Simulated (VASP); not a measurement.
# SnSe (P6_3mc) in VASP: a series of runs

The runs below take SnSe through single point, with PBE.

Everything below comes from runs of VASP 6.6.1. Logs are shortened: lines on timing, memory, paths and dates and some standing lists are left out, and cuts for length are marked.

## (1) The cell of the first run

It takes space group P6_3mc (No. 186, hexagonal). The conventional cell has a = 5.075 Å, b = 5.075 Å, c = 6.174 Å, α = 90.00°, β = 90.00°, γ = 120.00°. Sn (site symmetry 3m) has 5 Se at 2.80 to 3.38 Å within 3.7 Å. Within 3.7 Å of Se (site symmetry 3m) lie 5 Sn at 2.80 to 3.38 Å.

## (2) Single point, PBE

INCAR reads:

```
PREC = Accurate
ENCUT = 500
EDIFF = 1E-6
ISMEAR = 0
SIGMA = 0.01
LREAL = False
LASPH = True
NELM = 120
ALGO = Normal
ISIF = 2
LWAVE = False
LCHARG = False
GGA = PE
NBANDS = 28
GGA_COMPAT = False
```

KPOINTS reads:

```
regular mesh
0
Gamma
  6 6 2
```

POSCAR reads:

```
SnSe
1.0
    5.0747781430      0.0000000000      0.0000000000
   -2.5373890715      4.3948867904      0.0000000000
    0.0000000000      0.0000000000      6.1736757118
Sn Se
2 2
Direct
    0.3333333333      0.6666666667     -0.0391356302
    0.6666666667      0.3333333333      0.4608643698
    0.3333333333      0.6666666667      0.4141356302
    0.6666666667      0.3333333333      0.9141356302
```

Potentials or basis: VASP PAW PBE potentials, release 64 (Sn_d, Se).

Launch:

```bash
$ cat potpaw_PBE.64/Sn_d/POTCAR potpaw_PBE.64/Se/POTCAR > POTCAR
$ mpirun -np 1 vasp_std > vasp.out
```

OUTCAR:

```text
PREC = Accurate
   ENCUT = 500
   EDIFF = 1E-6
   ISMEAR = 0
   LREAL = False
   LASPH = True
   NELM = 120
   ISIF = 2
   GGA = PE

 ion  position               nearest neighbor table
   1  0.333  0.667  0.961-   3 2.80   4 2.94   4 2.94   4 2.94
   2  0.667  0.333  0.461-   4 2.80   3 2.94   3 2.94   3 2.94
   3  0.333  0.667  0.414-   1 2.80   2 2.94   2 2.94   2 2.94
   4  0.667  0.333  0.914-   2 2.80   1 2.94   1 2.94   1 2.94

  LATTYP: Found a hexagonal cell.
 ALAT       =     5.0747781430
 C/A-ratio  =     1.2165410069

  Lattice vectors:

 A1 = (   5.0747781430,   0.0000000000,   0.0000000000)
 A2 = (  -2.5373890715,   4.3948867904,   0.0000000000)
 A3 = (   0.0000000000,   0.0000000000,   6.1736757118)

Analysis of symmetry for initial positions (statically):
=====================================================================
 Subroutine PRICEL returns:
 Original cell was already a primitive cell.

 Routine SETGRP: Setting up the symmetry group for a
 hexagonal supercell.

 Subroutine GETGRP returns: Found 12 space group operations
 (whereof  6 operations were pure point group operations)
 out of a pool of 24 trial point group operations.

The static configuration has the point symmetry C_3v.
 The point group associated with its full space group is C_6v.

Analysis of symmetry for dynamics (positions and initial velocities):
=====================================================================
 Subroutine PRICEL returns:
 Original cell was already a primitive cell.

 Routine SETGRP: Setting up the symmetry group for a
 hexagonal supercell.

 Subroutine GETGRP returns: Found 12 space group operations
 (whereof  6 operations were pure point group operations)
 out of a pool of 24 trial point group operations.

The dynamic configuration has the point symmetry C_3v.
 The point group associated with its full space group is C_6v.

 Subroutine INISYM returns: Found 12 space group operations
 (whereof  6 operations are pure point group operations),
 and found     1 'primitive' translations

----------------------------------------------------------------------------------------

                                     Primitive cell

  volume of cell :     137.6920

  direct lattice vectors                    reciprocal lattice vectors
     5.074778143  0.000000000  0.000000000     0.197052949  0.113768573  0.000000000
    -2.537389071  4.394886790  0.000000000     0.000000000  0.227537147  0.000000000
     0.000000000  0.000000000  6.173675712     0.000000000  0.000000000  0.161978058

[... 77 lines left out ...]
   LREAL  =      F    real-space projection
   EDIFFG = 0.1E-04   stopping-criterion for IOM
   NSW    =      0    number of steps for IOM
   IBRION =     -1    ionic relax: 0-MD 1-quasi-New 2-CG
   NFREE  =      0    steps in history (QN), initial steepest desc. (CG)
   ISIF   =      2    stress and relaxation
   ISYM   =      2    0-nonsym 1-usesym 2-fastsym
   POTIM  = 0.5000    time-step for ionic-motion
   TEBEG  =    0.0;   TEEND  =   0.0 temperature during run
   PSTRESS=    0.0 pullay stress
   NELECT =      40.0000    total number of electrons
   NUPDOWN=      -1.0000    fix difference up-down
   EMIN   =  10.00;   EMAX   =-10.00  energy-range for DOS
   EFERMI =   0.00;   METHOD = LEGACY
   ISMEAR =     0;   SIGMA  =   0.01  broadening in eV -4-tet -1-fermi 0-gaus
   EFERMI_NEDOS =   21; number of points for ismear=-14 and -15
   IALGO  =     38    algorithm
   IMIX   =      4    mixing-type and parameters
     AMIX     =   0.40;   BMIX     =  1.00
     AMIX_MAG =   1.60;   BMIX_MAG =  1.00
  volume/ion in A,a.u.               =      34.42       232.30
  Fermi-wavevector in a.u.,A,eV,Ry     =   1.084240  2.048916 15.994679  1.175576
  Thomas-Fermi vector in A             =   2.220325
   LORBIT       =      0    0 simple, 1 ext, 2 COOP (PROOUT), +10 PAW based schemes
   GGA     = PE    functional components
   LHFCALC =     F    Hartree Fock is set to
   AEXX    =    0.0000 exact exchange contribution
   IVDW    =     0    specifies the selected vdW correction
   LEPSILON=     F    determine dielectric tensor
   LRPA    =     F    only Hartree local field effects (RPA)
 non-spin polarized calculation
 Gauss-broadening in eV      SIGMA  =   0.01
  energy-cutoff  :      500.00
  volume of cell :      137.69
 maximum number of plane-waves:      3516
 NGX is ok and might be reduce to    40
   NGX = 19   NGY = 19   NGZ = 23

 number of electron      40.0000006 magnetization

 Free energy of the ion-electron system (eV)
  ---------------------------------------------------
  ext. energy  EPLUGINS =         0.00000000
  ---------------------------------------------------
  free energy    TOTEN  =       -15.68601032 eV

  energy without entropy =      -15.68601032  energy(sigma->0) =      -15.68601032

 E-fermi :   3.8001     XC(G=0):  -8.2617

 val. band max:        3.7186311614   @ k =   0.3333   0.3333   0.5000
 cond. band min:       4.5871047654   @ k =   0.3333   0.3333   0.5000
 fundamental gap:      0.8684736040
 Fermi energy:         3.8000705028

 k-point     1 :       0.0000    0.0000    0.0000
  band No.  band energies     occupation
      1     -18.0153      2.00000
      2     -17.9939      2.00000
      3     -17.9918      2.00000
      4     -17.9918      2.00000
      5     -17.9882      2.00000
      6     -17.9882      2.00000
[... 423 lines left out ...]
     27       9.3808      0.00000
     28       9.3808      0.00000

------------------------ aborting loop because EDIFF is reached ----------------------------------------

  FORCE on cell =-STRESS in cart. coord.  units (eV):
  Direction    XX          YY          ZZ          XY          YZ          ZX
  --------------------------------------------------------------------------------------
  -------------------------------------------------------------------------------------
  Total        0.1667987      0.1667987      3.6624394      0.0000000      0.0000000      0.0000000
  in kB        1.9408621      1.9408621     42.6159787      0.0000000      0.0000000      0.0000000
  external PRESSURE =      15.4992343 kB  Pullay stress =       0.0000000 kB

 VOLUME and BASIS-vectors are now :
 -----------------------------------------------------------------------------
  energy-cutoff  :      500.00
  volume of cell :      137.69
      direct lattice vectors                 reciprocal lattice vectors
     5.074778143  0.000000000  0.000000000     0.197052949  0.113768573  0.000000000
    -2.537389071  4.394886790  0.000000000     0.000000000  0.227537147  0.000000000
     0.000000000  0.000000000  6.173675712     0.000000000  0.000000000  0.161978058

 POSITION                                       TOTAL-FORCE (eV/Angst)
 -----------------------------------------------------------------------------------
     -0.00000      2.92992      5.93207         0.000000     -0.000000      0.085119
      2.53739      1.46496      2.84523         0.000000      0.000000      0.085119
     -0.00000      2.92992      2.55674        -0.000000      0.000000     -0.085119
      2.53739      1.46496      5.64358        -0.000000      0.000000     -0.085119
 -----------------------------------------------------------------------------------
    total drift:                               -0.000000      0.000000      0.000526

  FREE ENERGIE OF THE ION-ELECTRON SYSTEM (eV)
  ---------------------------------------------------
  free  energy   TOTEN  =       -15.6860103161 eV

  energy  without entropy=      -15.6860103161  energy(sigma->0) =      -15.68601032
```

OSZICAR:

```text
N       E                     dE             d eps       ncg     rms          rms(c)
DAV:   1     0.347983922270E+03    0.34798E+03   -0.18739E+04   804   0.163E+03
DAV:   2     0.324260496720E+02   -0.31556E+03   -0.30799E+03   812   0.427E+02
DAV:   3    -0.139694786733E+02   -0.46396E+02   -0.45193E+02   960   0.149E+02
DAV:   4    -0.161769935280E+02   -0.22075E+01   -0.21964E+01   916   0.343E+01
DAV:   5    -0.162313204312E+02   -0.54327E-01   -0.54315E-01  1004   0.587E+00    0.455E+00
DAV:   6    -0.156846482798E+02    0.54667E+00   -0.12886E+00  1024   0.507E+00    0.275E+00
DAV:   7    -0.156805560887E+02    0.40922E-02   -0.27099E-01   824   0.186E+00    0.140E+00
DAV:   8    -0.156847353104E+02   -0.41792E-02   -0.26948E-02   892   0.110E+00    0.198E-01
DAV:   9    -0.156849623317E+02   -0.22702E-03   -0.51567E-03   876   0.440E-01    0.906E-02
DAV:  10    -0.156857856540E+02   -0.82332E-03   -0.11903E-03   932   0.158E-01    0.388E-02
DAV:  11    -0.156859834083E+02   -0.19775E-03   -0.26512E-04   860   0.819E-02    0.124E-02
DAV:  12    -0.156860018761E+02   -0.18468E-04   -0.26353E-05   884   0.320E-02    0.531E-03
DAV:  13    -0.156860097034E+02   -0.78273E-05   -0.10845E-05   708   0.138E-02    0.350E-03
DAV:  14    -0.156860103161E+02   -0.61269E-06   -0.11215E-06   652   0.957E-03
   1 F= -.15686010E+02 E0= -.15686010E+02  d E =-.492211E-32
```

stdout:

```text
POSCAR found type information on POSCAR SnSe
 POSCAR found :  2 types and       4 ions
 scaLAPACK will be used
 LDA part: xc-table for (Slater+PW92), standard interpolation
 POSCAR, INCAR and KPOINTS ok, starting setup
 FFT: planning ... GRIDC
 FFT: planning ... GRID_SOFT
 FFT: planning ... GRID
 WAVECAR not read
 entering main loop
```

Run time: 54 s. Hardware: 1 thread of Intel Xeon Platinum 8375C at 2.90GHz (Ice Lake), shared host; peak memory 0.26 GiB.

What came out:

* Free energy: -15.6860 eV
* Pressure: 1.5 GPa
* Largest force: 0.085 eV/Å
* Band gap on the k mesh: 0.87 eV

Forces on the atoms (eV/Å):
```
Sn   0.000  0.000  0.085
Sn   0.000  0.000  0.085
Se   0.000  0.000 -0.085
Se   0.000  0.000 -0.085
```

Stress tensor (GPa, compression positive):
```
0.19 0.00 0.00
0.00 0.19 0.00
0.00 0.00 4.26
```

Levels at points of the mesh, in eV from the valence-band top:
| k point | band 16 | band 17 | band 18 | band 19 | band 20 | band 21 | band 22 | band 23 | band 24 | band 25 |
| --- | --- | --- | --- | --- | --- | --- | --- | --- | --- | --- |
| (0.00, 0.00, 0.00) | -3.57 | -3.57 | -2.31 | -2.31 | -2.30 | 1.06 | 1.06 | 2.63 | 2.63 | 4.13 |
| (0.50, 0.00, 0.00) | -4.18 | -3.43 | -2.65 | -2.11 | -0.77 | 2.12 | 2.90 | 2.96 | 3.79 | 4.61 |
| (0.00, 0.00, 0.50) | -2.99 | -2.99 | -2.99 | -1.65 | -1.65 | 1.53 | 1.53 | 1.53 | 1.53 | 2.02 |
| (0.50, 0.00, 0.50) | -3.52 | -2.50 | -2.50 | -0.85 | -0.85 | 1.02 | 1.02 | 2.73 | 2.73 | 3.63 |

Caveat: the k points lie up to 0.51 Å⁻¹ apart; spin-orbit coupling is left out, which moves the levels of the heavy elements. A k mesh can miss the band edges.

## (3) Single point, PBE

INCAR reads:

```
SYSTEM = SnSe
PREC     = Accurate       ! precision mode
ENCUT    = 500            ! plane-wave cutoff, eV
EDIFF    = 1E-6           ! SCF threshold, eV
ISMEAR   = 0              ! smearing method
SIGMA    = 0.01           ! smearing width, eV
LREAL    = .False.        ! projectors in reciprocal space
LASPH    = .True.         ! aspherical terms in the spheres
NELM     = 120            ! most SCF steps
ALGO     = Normal         ! electronic algorithm
ISIF     = 2              ! what is computed and relaxed
LWAVE    = .False.        ! write WAVECAR
LCHARG   = .False.        ! write CHGCAR
GGA      = PE             ! functional
NBANDS   = 28             ! bands
GGA_COMPAT= .False.
```

KPOINTS reads:

```
regular mesh
0
Gamma
  6 6 2
  0 0 0
```

POSCAR is that of step 2.

Potentials or basis: VASP PAW PBE potentials, release 64 (Sn_d, Se).

Launch:

```bash
$ cat potpaw_PBE.64/Sn_d/POTCAR potpaw_PBE.64/Se/POTCAR > POTCAR
$ mpirun -np 1 vasp_std > vasp.out
```

OUTCAR:

```text
SYSTEM = SnSe
   PREC = Accurate
   ENCUT = 500
   EDIFF = 1E-6
   ISMEAR = 0
   LREAL = .False.
   LASPH = .True.
   NELM = 120
   ISIF = 2
   GGA = PE

 ion  position               nearest neighbor table
   1  0.333  0.667  0.961-   3 2.80   4 2.94   4 2.94   4 2.94
   2  0.667  0.333  0.461-   4 2.80   3 2.94   3 2.94   3 2.94
   3  0.333  0.667  0.414-   1 2.80   2 2.94   2 2.94   2 2.94
   4  0.667  0.333  0.914-   2 2.80   1 2.94   1 2.94   1 2.94

  LATTYP: Found a hexagonal cell.
 ALAT       =     5.0747781430
 C/A-ratio  =     1.2165410069
[... 621 lines left out ...]
  Direction    XX          YY          ZZ          XY          YZ          ZX
  --------------------------------------------------------------------------------------
  -------------------------------------------------------------------------------------
  Total        0.1667987      0.1667987      3.6624394      0.0000000      0.0000000      0.0000000
  in kB        1.9408621      1.9408621     42.6159787      0.0000000      0.0000000      0.0000000
  external PRESSURE =      15.4992343 kB  Pullay stress =       0.0000000 kB

 VOLUME and BASIS-vectors are now :
 -----------------------------------------------------------------------------
  energy-cutoff  :      500.00
  volume of cell :      137.69
      direct lattice vectors                 reciprocal lattice vectors
     5.074778143  0.000000000  0.000000000     0.197052949  0.113768573  0.000000000
    -2.537389071  4.394886790  0.000000000     0.000000000  0.227537147  0.000000000
     0.000000000  0.000000000  6.173675712     0.000000000  0.000000000  0.161978058

 POSITION                                       TOTAL-FORCE (eV/Angst)
 -----------------------------------------------------------------------------------
     -0.00000      2.92992      5.93207         0.000000     -0.000000      0.085119
      2.53739      1.46496      2.84523         0.000000      0.000000      0.085119
     -0.00000      2.92992      2.55674        -0.000000      0.000000     -0.085119
      2.53739      1.46496      5.64358        -0.000000      0.000000     -0.085119
 -----------------------------------------------------------------------------------
    total drift:                               -0.000000      0.000000      0.000526

  FREE ENERGIE OF THE ION-ELECTRON SYSTEM (eV)
  ---------------------------------------------------
  free  energy   TOTEN  =       -15.6860103161 eV

  energy  without entropy=      -15.6860103161  energy(sigma->0) =      -15.68601032
```

Run time: 63 s. Hardware: 1 thread of Intel Xeon Platinum 8375C at 2.90GHz (Ice Lake), shared host; peak memory 0.26 GiB.

What came out:

```
Free energy            : -15.6860 eV
Pressure               : 1.5 GPa
Largest force          : 0.085 eV/Å
Band gap on the k mesh : 0.87 eV
```

Forces on the atoms (eV/Å):
```
Sn   0.000  0.000  0.085
Sn   0.000  0.000  0.085
Se   0.000  0.000 -0.085
Se   0.000  0.000 -0.085
```

Stress tensor (GPa, compression positive):
```
0.19 0.00 0.00
0.00 0.19 0.00
0.00 0.00 4.26
```

Levels at points of the mesh, in eV from the valence-band top:
```
           k point  band 17  band 18  band 19  band 20  band 21  band 22  band 23  band 24
(0.00, 0.00, 0.00)    -3.57    -2.31    -2.31    -2.30     1.06     1.06     2.63     2.63
(0.50, 0.00, 0.00)    -3.43    -2.65    -2.11    -0.77     2.12     2.90     2.96     3.79
(0.00, 0.00, 0.50)    -2.99    -2.99    -1.65    -1.65     1.53     1.53     1.53     1.53
(0.50, 0.00, 0.50)    -2.50    -2.50    -0.85    -0.85     1.02     1.02     2.73     2.73
```

Caveat: the k points lie up to 0.51 Å⁻¹ apart; spin-orbit coupling is left out, which moves the levels of the heavy elements.
